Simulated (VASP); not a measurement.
**HfO2: single point with r2SCAN+D4**

Crystal: HfO2.

```
CELL_PARAMETERS angstrom
5.32183 0.00000 0.00000
0.00000 5.10292 0.00000
0.00000 0.00000 5.13139
ATOMIC_POSITIONS crystal
Hf 0.96699 0.73252 0.74144
Hf 0.53301 0.73252 0.24144
Hf 0.46699 0.26748 0.74144
Hf 0.03301 0.26748 0.24144
O 0.63213 0.92865 0.87927
O 0.86787 0.92865 0.37927
O 0.23395 0.53988 0.49229
O 0.26605 0.53988 0.99229
O 0.76605 0.46012 0.99229
O 0.73395 0.46012 0.49229
O 0.13213 0.07135 0.87927
O 0.36787 0.07135 0.37927
```

| Item | Value |
| --- | --- |
| Program | VASP 6.6.1 |
| Task | single point |
| Functional | r2SCAN |
| Dispersion | D4 |
| Potentials or basis | VASP PAW PBE potentials, release 64 (Hf_pv, O) |
| Cutoff | 520 eV |
| k mesh | 5 × 6 × 5 |
| Occupations | fermi-dirac, width 0.05 eV |
| Spin | no spin polarisation |
| Dipole correction | no |
| Further INCAR settings | ALGO = Normal; EDIFF = 1e-07; NBANDS = 56 |

| Property | Result |
| --- | --- |
| Pressure | -14.9 GPa |
| Largest force | 0.232 eV/Å |
| Band gap on the k mesh | 4.73 eV (least direct gap 4.95 eV) |
| Dispersion energy per atom | -0.071 eV |

Forces on the atoms (eV/Å):
```
Hf  -0.115  0.181 -0.089
Hf   0.115  0.181 -0.089
Hf  -0.115 -0.181 -0.089
Hf   0.115 -0.181 -0.089
O    0.034  0.108  0.039
O   -0.034  0.108  0.039
O   -0.137 -0.177  0.051
O    0.137 -0.177  0.051
O    0.137  0.177  0.051
O   -0.137  0.177  0.051
O    0.034 -0.108  0.039
O   -0.034 -0.108  0.039
```

Stress tensor (GPa, compression positive):
```
-14.89   0.00   0.00
  0.00 -15.52   0.00
  0.00   0.00 -14.26
```

Levels at points of the mesh, in eV from the valence-band top:
```csv
k point,band 40,band 41,band 42,band 43,band 44,band 45,band 46,band 47,band 48,band 49
"(0.00, 0.00, 0.00)",-0.99,-0.71,-0.24,-0.12,0.00,5.21,5.44,5.52,5.92,6.03
"(0.00, 0.50, 0.00)",-0.84,-0.84,-0.47,-0.16,-0.14,4.81,5.15,5.23,5.80,5.82
```

Wall time 7.4 min on 1 thread of Intel(R) Xeon(R) 6975P-C (Granite Rapids), on a shared host, peak memory 0.39 GiB.

Caveat: the cell stands under tension; the PAW data sets were made with another functional, which shifts forces and pressure a little; spin-orbit coupling is left out, which moves the levels of the heavy elements; an odd mesh through Γ misses points on the zone boundary, where band edges can lie.
